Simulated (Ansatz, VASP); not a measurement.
**BeS: VASP beside Ansatz**

The input INCAR:

```
SYSTEM = BeS
ALGO = Normal ; EDIFF = 1E-7
ENCUT = 520 ; GGA = PS
ISIF = 2 ; ISMEAR = 0
LASPH = .TRUE. ; LCHARG = .FALSE.
LREAL = .FALSE. ; LWAVE = .FALSE.
NBANDS = 11 ; NELM = 100
PREC = Accurate ; SIGMA = 0.05
```

The input KPOINTS:

```
k-points
0
G
  10 10 10
  0 0 0
```

Contents of POSCAR:

```
BeS
1.0
    0.0000000000      2.5042407707      2.3487533021
    2.3487533021      0.0000000000      2.3487533021
    2.3487533021      2.5042407707      0.0000000000
Be S
1 1
Direct
    0.0000000000      0.0000000000      0.0000000000
    0.7500000000      0.7500000000      0.7500000000
```

Input for Ansatz:

```yaml
crystal:
  lattice:
    - [0.0, 2.5042407707, 2.3487533021]
    - [2.3487533021, 0.0, 2.3487533021]
    - [2.3487533021, 2.5042407707, 0.0]
  atoms:
    - { symbol: Be, position: [0.0, 0.0, 0.0] }
    - { symbol: S, position: [0.75, 0.75, 0.75] }
basis:
  ecutwfc: 520.0
kpoints:
  mp_grid: { grid: [10, 10, 10] }
hamiltonian:
  xc: pbesol
scf:
  occupations: { method: gaussian, width: 0.05 }
output:
  forces: true
  stress: true
  eigenvalues: true
```

Alike in both runs: task single point; functional PBEsol; k mesh 10 × 10 × 10; occupations gaussian, width 0.05 eV; no spin polarisation.

```csv
,VASP,Ansatz
version,VASP 6.6.1,Ansatz 0.2.0
potentials or method,"VASP PAW PBE potentials, release 64 (Be, S), cutoff 520 eV","scalar-relativistic, plane waves, PAW"
valence electrons in the cell,8,8
```

|  | VASP | Ansatz | Ansatz less VASP |
| --- | --- | --- | --- |
| gap on the k mesh at the Fermi level (eV) | 2.56 | 2.56 | -0.004 |
| least direct gap on the mesh (eV) | 5.46 | 5.44 | -0.029 |
| pressure (GPa) | 2.6 | 2.4 | -0.16 |
| traceless stress, the component that is largest in VASP (GPa) | -4.59 | -4.61 | -0.023 |

VASP's potentials were made for PBE, not for PBEsol.
